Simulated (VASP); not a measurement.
# CoO (R-3m) in VASP: notebook

CoO is run at these levels: PBE+U; tasks: relaxation of shape and atoms at fixed volume.

Everything below comes from runs of VASP 6.6.1. Logs are shortened: lines on timing, memory, paths and dates and some standing lists are left out, and cuts for length are marked.

### Step 1. The cell of the first run

The structure is trigonal, space group R-3m (No. 166). Conventional cell: a = 3.011 Å, b = 3.011 Å, c = 7.269 Å, α = 90.00°, β = 90.00°, γ = 120.00°. Co (site symmetry -3m) has 6 O at 2.12 Å within 2.8 Å. Within 2.8 Å of O (site symmetry -3m) lie 6 Co at 2.12 Å.

### Step 2. Relaxation of shape and atoms at fixed volume, PBE+U, collinear spin, ferromagnetic start (9.51 Å³/atom)

The input, INCAR:

```
SYSTEM = CoO
  PREC = Accurate
  ENCUT = 600
  EDIFF = 1E-7
  ISMEAR = 0
  SIGMA = 0.02
  LREAL = .FALSE.
  LASPH = .TRUE.
  NELM = 150
  ALGO = Normal
  ISIF = 4
  LWAVE = .FALSE.
  LCHARG = .FALSE.
  ISPIN = 2
  MAGMOM = 2.88 0.24
  LORBIT = 11
  LMAXMIX = 4
  LDAU = .TRUE.
  LDAUTYPE = 2
  LDAUL = 2 -1
  LDAUU = 3.32 0
  LDAUJ = 0 0
  LDAUPRINT = 1
  GGA = PE
  IBRION = 2
  NSW = 50
  EDIFFG = -0.01
```

The input, KPOINTS:

```
regular mesh
0
G
  12 12 12
  0 0 0
```

The input, POSCAR:

```
CoO
1.0
    1.5053762128      0.8691293617      2.4230115091
   -1.5053762128      0.8691293617      2.4230115091
    0.0000000000     -1.7382587233      2.4230115092
Co O
1 1
Direct
    0.0000000000      0.0000000000      0.0000000000
    0.5000000000      0.5000000000      0.5000000000
```

Potentials or basis: VASP PAW PBE potentials, release 64 (Co, O).

The run is started by

```console
cat potpaw_PBE.64/Co/POTCAR potpaw_PBE.64/O/POTCAR > POTCAR
mpirun -np 1 vasp_std > vasp.out
```

OUTCAR:

```text
SYSTEM = CoO
   PREC = Accurate
   ENCUT = 600
   EDIFF = 1E-7
   ISMEAR = 0
   LREAL = .FALSE.
   LASPH = .TRUE.
   NELM = 150
   ISIF = 4
   ISPIN = 2
   LORBIT = 11
   GGA = PE
   IBRION = 2
   NSW = 50
   EDIFFG = -0.01

 ion  position               nearest neighbor table
   1  0.000  0.000  0.000-   2 2.12   2 2.12   2 2.12   2 2.12   2 2.12   2 2.12
   2  0.500  0.500  0.500-   1 2.12   1 2.12   1 2.12   1 2.12   1 2.12   1 2.12

  LATTYP: Found a trigonal (rhomboedric) cell.
 ALAT       =     2.9820342323
 COS(alpha) =     0.4903232240

  Lattice vectors:

 A1 = (   1.5053762128,   0.8691293617,   2.4230115091)
 A2 = (  -1.5053762128,   0.8691293617,   2.4230115091)
 A3 = (   0.0000000000,  -1.7382587233,   2.4230115092)

Analysis of symmetry for initial positions (statically):
=====================================================================
 Subroutine PRICEL returns:
 Original cell was already a primitive cell.

 Routine SETGRP: Setting up the symmetry group for a
 trigonal (rhombohedral) supercell.

 Subroutine GETGRP returns: Found 12 space group operations
 (whereof 12 operations were pure point group operations)
 out of a pool of 12 trial point group operations.

The static configuration has the point symmetry D_3d.

Analysis of symmetry for dynamics (positions and initial velocities):
=====================================================================
 Subroutine PRICEL returns:
 Original cell was already a primitive cell.

 Routine SETGRP: Setting up the symmetry group for a
 trigonal (rhombohedral) supercell.

 Subroutine GETGRP returns: Found 12 space group operations
 (whereof 12 operations were pure point group operations)
 out of a pool of 12 trial point group operations.

The dynamic configuration has the point symmetry D_3d.

Analysis of structural, dynamic, and magnetic symmetry:
=====================================================================
 Subroutine PRICEL returns:
 Original cell was already a primitive cell.

 Routine SETGRP: Setting up the symmetry group for a
 trigonal (rhombohedral) supercell.

 Subroutine GETGRP returns: Found 12 space group operations
 (whereof 12 operations were pure point group operations)
[... 162 lines left out ...]
  -------------------------------------------------------------------------------------
  Total        0.3814685      0.3814685      0.2518244      0.0000000     -0.0000000      0.0000000
  in kB       32.1316504     32.1316504     21.2115369      0.0000000     -0.0000000      0.0000000
  external PRESSURE =      28.4916126 kB  Pullay stress =       0.0000000 kB
[... 89 lines left out ...]
  FREE ENERGIE OF THE ION-ELECTRON SYSTEM (eV)
  ---------------------------------------------------
  free  energy   TOTEN  =       -11.4883050420 eV

  energy  without entropy=      -11.4880336431  energy(sigma->0) =      -11.48816934

atom =   1  type =  1  l = 2

 onsite density matrix

spin component  1

  0.9847  0.0000 -0.0000 -0.0212 -0.0000
  0.0000  0.9983 -0.0000 -0.0000 -0.0212
 -0.0000 -0.0000  0.9666  0.0000 -0.0000
 -0.0212 -0.0000  0.0000  0.9983 -0.0000
 -0.0000 -0.0212 -0.0000 -0.0000  0.9847

spin component  2

  0.4659 -0.0000  0.0000  0.1265 -0.0000
 -0.0000  0.1781  0.0000  0.0000  0.1265
  0.0000  0.0000  0.9573 -0.0000 -0.0000
  0.1265  0.0000 -0.0000  0.1781  0.0000
 -0.0000  0.1265 -0.0000  0.0000  0.4659

 occupancies and eigenvectors

  o =  0.1304  v =  0.0000  0.0000  0.0000  0.0000  0.0000 -0.0000 -0.9357  0.0000  0.0000  0.3529      0.0000  0.0000  0.0000  0.0000  0.0000  0.0000  0.0000  0.0000  0.0000  0.0000
  o =  0.1304  v =  0.0000  0.0000  0.0000  0.0000  0.0000 -0.3529  0.0000  0.0000  0.9357 -0.0000      0.0000  0.0000  0.0000  0.0000  0.0000  0.0000  0.0000  0.0000  0.0000  0.0000
  o =  0.5136  v =  0.0000  0.0000  0.0000  0.0000  0.0000  0.9357 -0.0000 -0.0000  0.3529 -0.0000      0.0000  0.0000  0.0000  0.0000  0.0000  0.0000  0.0000  0.0000  0.0000  0.0000
  o =  0.5136  v =  0.0000  0.0000  0.0000  0.0000  0.0000  0.0000  0.3529  0.0000  0.0000  0.9357      0.0000  0.0000  0.0000  0.0000  0.0000  0.0000  0.0000  0.0000  0.0000  0.0000
  o =  0.9573  v =  0.0000  0.0000  0.0000  0.0000  0.0000  0.0000  0.0000  1.0000 -0.0000 -0.0000      0.0000  0.0000  0.0000  0.0000  0.0000  0.0000  0.0000  0.0000  0.0000  0.0000
  o =  0.9666  v = -0.0000  0.0000  1.0000 -0.0000  0.0000  0.0000  0.0000  0.0000  0.0000  0.0000      0.0000  0.0000  0.0000  0.0000  0.0000  0.0000  0.0000  0.0000  0.0000  0.0000
  o =  0.9693  v = -0.8077  0.0000 -0.0000 -0.5896  0.0000  0.0000  0.0000  0.0000  0.0000  0.0000      0.0000  0.0000  0.0000  0.0000  0.0000  0.0000  0.0000  0.0000  0.0000  0.0000
  o =  0.9693  v = -0.0000 -0.5896  0.0000 -0.0000 -0.8077  0.0000  0.0000  0.0000  0.0000  0.0000      0.0000  0.0000  0.0000  0.0000  0.0000  0.0000  0.0000  0.0000  0.0000  0.0000
  o =  1.0138  v = -0.0000 -0.8077 -0.0000  0.0000  0.5896  0.0000  0.0000  0.0000  0.0000  0.0000      0.0000  0.0000  0.0000  0.0000  0.0000  0.0000  0.0000  0.0000  0.0000  0.0000
  o =  1.0138  v = -0.5896  0.0000  0.0000  0.8077 -0.0000  0.0000  0.0000  0.0000  0.0000  0.0000      0.0000  0.0000  0.0000  0.0000  0.0000  0.0000  0.0000  0.0000  0.0000  0.0000

--------------------------------------- Ionic step        4  -------------------------------------------

 number of electron      15.0000004 magnetization       3.0000000

 Free energy of the ion-electron system (eV)
  ---------------------------------------------------
  ext. energy  EPLUGINS =         0.00000000
  ---------------------------------------------------
  free energy    TOTEN  =       -11.48835020 eV

  energy without entropy =      -11.48809615  energy(sigma->0) =      -11.48822317

 E-fermi :   7.9166     XC(G=0): -12.4704

 val. band max:        7.9161629437   @ k =  -0.1667   0.1667   0.0000
 cond. band min:       7.9195371300   @ k =  -0.2500   0.0833   0.0000
 fundamental gap:      0.0033741862
 Fermi energy:         7.9166056314

 spin component 1

 k-point     1 :       0.0000    0.0000    0.0000
  band No.  band energies     occupation
      1     -12.0305      1.00000
      2       2.9907      1.00000
      3       2.9907      1.00000
      4       3.1981      1.00000
      5       3.1981      1.00000
      6       3.9549      1.00000
      7       5.0760      1.00000
      8       5.0760      1.00000
      9       5.3058      1.00000
     10       9.2697      0.00000
     11      25.0709      0.00000
     12      25.0964      0.00000
[... 786 lines left out ...]
  FREE ENERGIE OF THE ION-ELECTRON SYSTEM (eV)
  ---------------------------------------------------
  free  energy   TOTEN  =       -11.4883501951 eV

  energy  without entropy=      -11.4880961491  energy(sigma->0) =      -11.48822317

 reached required accuracy - stopping structural energy minimisation

 total charge

# of ion       s       p       d       tot
------------------------------------------
    1        0.302   0.374   7.153   7.829
    2        1.549   3.458   0.000   5.008
--------------------------------------------------
tot          1.852   3.832   7.153  12.837

 magnetization (x)

# of ion       s       p       d       tot
------------------------------------------
    1        0.021   0.017   2.686   2.724
    2        0.024   0.233   0.000   0.256
--------------------------------------------------
tot          0.044   0.250   2.686   2.980
```

CONTCAR:

```text
CoO
   1.00000000000000
     1.5137941963174690    0.8739894867439478    2.3961384255401454
    -1.5137941963174690    0.8739894867439478    2.3961384255401454
     0.0000000000000000   -1.7479789733977813    2.3961384256427829
  Co              O
     1     1
Direct
     0.0000000000000000    0.0000000000000000    1.0000000000000000
     0.5000000000000000    0.5000000000000000    0.5000000000000000

  0.00000000E+00  0.00000000E+00  0.00000000E+00
  0.00000000E+00  0.00000000E+00  0.00000000E+00
```

Wall time 99 s (1 thread of Intel Xeon 6975P-C (Granite Rapids), shared host); peak memory 0.23 GiB.

Results:

```yaml
Free_energy: -11.4884 eV
Energy_gained_by_relaxing: 0.4 meV/atom
Ionic_steps: 4
Pressure_after_relaxing: 2.7 GPa
Band_gap_on_the_k_mesh: zero (filled and empty bands overlap)
Net_moment: 3.00 μB per cell
Site_moments: Co +2.72; O +0.26 μB
Valence_electrons_inside_the_program's_atomic_spheres: Co 7.83; O 5.01
```

Step by step:
```
step  energy change (eV)  largest force (eV/Å)  pressure (GPa)  volume (Å³)
   1              0.0000                0.0000            2.85        19.02
   2             -0.0003                0.0000            2.81        19.02
   3             -0.0007                0.0000            2.75        19.02
   4             -0.0007                0.0000            2.71        19.02
```

Final structure:
```cif
data_structure
_symmetry_space_group_name_H-M 'P 1'
_symmetry_Int_Tables_number 1
_cell_length_a 2.9660
_cell_length_b 2.9660
_cell_length_c 2.9660
_cell_angle_alpha 61.380
_cell_angle_beta 61.380
_cell_angle_gamma 61.380
_cell_volume 19.02
loop_
_atom_site_label
_atom_site_type_symbol
_atom_site_fract_x
_atom_site_fract_y
_atom_site_fract_z
_atom_site_occupancy
Co1 Co 0.00000 0.00000 0.00000 1
O1 O 0.50000 0.50000 0.50000 1
```

Levels at points of the mesh, in eV from the Fermi level:
Spin up:
| k point | band 5 | band 6 | band 7 | band 8 | band 9 | band 10 | band 11 | band 12 | band 13 |
| --- | --- | --- | --- | --- | --- | --- | --- | --- | --- |
| (0.00, 0.00, 0.00) | -4.72 | -3.96 | -2.84 | -2.84 | -2.61 | 1.35 | 17.15 | 17.18 | 17.18 |
| (0.50, 0.00, 0.00) | -4.07 | -3.48 | -3.04 | -0.43 | -0.40 | 5.41 | 9.62 | 13.67 | 14.18 |
| (0.50, 0.50, 0.00) | -4.15 | -3.95 | -3.89 | -3.78 | -3.25 | 6.14 | 10.25 | 11.17 | 15.93 |
| (0.50, 0.50, 0.50) | -4.04 | -4.04 | -2.43 | -0.41 | -0.41 | 5.20 | 10.10 | 13.26 | 13.26 |
Spin down:
| k point | band 2 | band 3 | band 4 | band 5 | band 6 | band 7 | band 8 | band 9 | band 10 | band 11 |
| --- | --- | --- | --- | --- | --- | --- | --- | --- | --- | --- |
| (0.00, 0.00, 0.00) | -2.50 | -2.34 | -2.34 | -2.14 | -0.93 | -0.93 | 1.48 | 1.48 | 1.90 | 17.02 |
| (0.50, 0.00, 0.00) | -7.45 | -4.17 | -4.04 | -1.43 | -0.04 | 0.56 | 3.82 | 3.97 | 5.70 | 10.45 |
| (0.50, 0.50, 0.00) | -6.20 | -3.68 | -3.44 | -2.85 | -0.51 | 0.27 | 2.10 | 2.38 | 7.12 | 10.67 |
| (0.50, 0.50, 0.50) | -7.60 | -4.36 | -4.36 | -1.00 | 0.43 | 0.43 | 3.89 | 3.89 | 5.48 | 10.85 |

Eigenvalues of the final occupation matrices:
| site | spin | trace | eigenvalues |
| --- | --- | --- | --- |
| site 1 d | 1 | 4.93 | 0.97 0.97 0.97 1.01 1.01 |
| site 1 d | 2 | 2.25 | 0.13 0.13 0.51 0.51 0.96 |

Caveat: a cell with one magnetic atom can't hold antiferromagnetic order, which such compounds often take. The state reached can hang on the start; a lower one may exist.

### Step 3. Relaxation of shape and atoms at fixed volume, PBE+U, collinear spin, ferromagnetic start (9.81 Å³/atom)

This run uses another cell than the first one, of 9.81 Å³/atom.

The input, INCAR:

```
SYSTEM = CoO
ALGO     = Normal         ! electronic algorithm
EDIFF    = 1E-6           ! SCF threshold, eV
EDIFFG   = -0.01          ! ionic threshold
ENCUT    = 600            ! plane-wave cutoff, eV
GGA      = PE             ! functional
IBRION   = 2              ! ionic algorithm
ISIF     = 4              ! what is computed and relaxed
ISMEAR   = 0              ! smearing method
ISPIN    = 2              ! spin polarisation
LASPH    = .TRUE.         ! aspherical terms in the spheres
LCHARG   = .FALSE.        ! write CHGCAR
LDAU     = .TRUE.         ! DFT+U
LDAUJ    = 0 0          
LDAUL    = 2 -1           ! shell
LDAUPRINT= 1            
LDAUTYPE = 2            
LDAUU    = 3.32 0         ! U, eV
LMAXMIX  = 4              ! l up to which the mixer works
LORBIT   = 11             ! projections on sites
LREAL    = .FALSE.        ! projectors in reciprocal space
LWAVE    = .FALSE.        ! write WAVECAR
MAGMOM   = 2.88 0.24      ! initial moments
NELM     = 150            ! most SCF steps
NSW      = 50             ! ionic steps
PREC     = Accurate       ! precision mode
SIGMA    = 0.02           ! smearing width, eV
```

The input, KPOINTS:

```
k-points
0
G
  12 12 12
  0 0 0
```

The input, POSCAR:

```
CoO
1.0
    1.5212234427      0.8782787642      2.4485187679
   -1.5212234427      0.8782787642      2.4485187679
    0.0000000000     -1.7565575283      2.4485187679
Co O
1 1
Direct
    0.0000000000      0.0000000000      0.0000000000
    0.5000000000      0.5000000000      0.5000000000
```

Potentials or basis: VASP PAW PBE potentials, release 64 (Co, O).

The run is started by

```console
cat potpaw_PBE.64/Co/POTCAR potpaw_PBE.64/O/POTCAR > POTCAR
mpirun -np 1 vasp_std > vasp.out
```

Wall time 71 s (1 thread of Intel Xeon 6975P-C (Granite Rapids), shared host); peak memory 0.23 GiB.

It converged, with:

```
Free energy                                           : -11.4891 eV
Energy gained by relaxing                             : 0.2 meV/atom
Ionic steps                                           : 3
Pressure after relaxing                               : -2.9 GPa
Band gap on the k mesh                                : zero (filled and empty bands overlap)
Net moment                                            : 3.00 μB per cell
Site moments                                          : Co +2.73; O +0.25 μB
Valence electrons inside the program's atomic spheres : Co 7.78; O 4.99
```

Stress tensor (GPa, compression positive):
```
-2.88  0.00  0.00
 0.00 -2.88  0.00
 0.00  0.00 -3.01
```

Step by step:
| step | energy change (eV) | largest force (eV/Å) | pressure (GPa) | volume (Å³) |
| --- | --- | --- | --- | --- |
| 1 | 0.0000 | 0.0000 | -2.84 | 19.63 |
| 2 | -0.0002 | 0.0000 | -2.87 | 19.63 |
| 3 | -0.0004 | 0.0000 | -2.92 | 19.63 |

Final structure:
```
CELL_PARAMETERS angstrom
1.52609 0.88109 2.43293
-1.52609 0.88109 2.43293
0.00000 -1.76217 2.43293
ATOMIC_POSITIONS crystal
Co 0.00000 0.00000 0.00000
O 0.50000 0.50000 0.50000
```

Levels at points of the mesh, in eV from the Fermi level:
Spin up:
| k point | band 5 | band 6 | band 7 | band 8 | band 9 | band 10 | band 11 | band 12 | band 13 |
| --- | --- | --- | --- | --- | --- | --- | --- | --- | --- |
| (0.00, 0.00, 0.00) | -4.68 | -3.95 | -2.72 | -2.72 | -2.54 | 1.17 | 17.03 | 17.03 | 17.04 |
| (0.50, 0.00, 0.00) | -4.07 | -3.52 | -3.04 | -0.49 | -0.46 | 5.31 | 9.34 | 13.46 | 13.85 |
| (0.50, 0.50, 0.00) | -4.00 | -3.97 | -3.81 | -3.78 | -3.27 | 5.91 | 10.04 | 11.05 | 15.61 |
| (0.50, 0.50, 0.50) | -4.07 | -4.07 | -2.49 | -0.47 | -0.47 | 5.16 | 9.70 | 13.14 | 13.14 |
Spin down:
```tsv
k point	band 3	band 4	band 5	band 6	band 7	band 8	band 9	band 10
(0.00, 0.00, 0.00)	-2.23	-2.23	-2.07	-0.88	-0.88	1.52	1.52	1.71
(0.50, 0.00, 0.00)	-4.03	-3.85	-1.44	-0.03	0.53	3.75	3.87	5.59
(0.50, 0.50, 0.00)	-3.51	-3.33	-2.76	-0.53	0.25	2.10	2.33	6.88
(0.50, 0.50, 0.50)	-4.16	-4.16	-1.06	0.42	0.42	3.78	3.78	5.44
```

Eigenvalues of the final occupation matrices:
```tsv
site	spin	trace	eigenvalues
site 1 d	1	4.92	0.97 0.97 0.97 1.01 1.01
site 1 d	2	2.23	0.12 0.12 0.51 0.51 0.96
```

Caveat: a cell with one magnetic atom can't hold antiferromagnetic order, which such compounds often take.
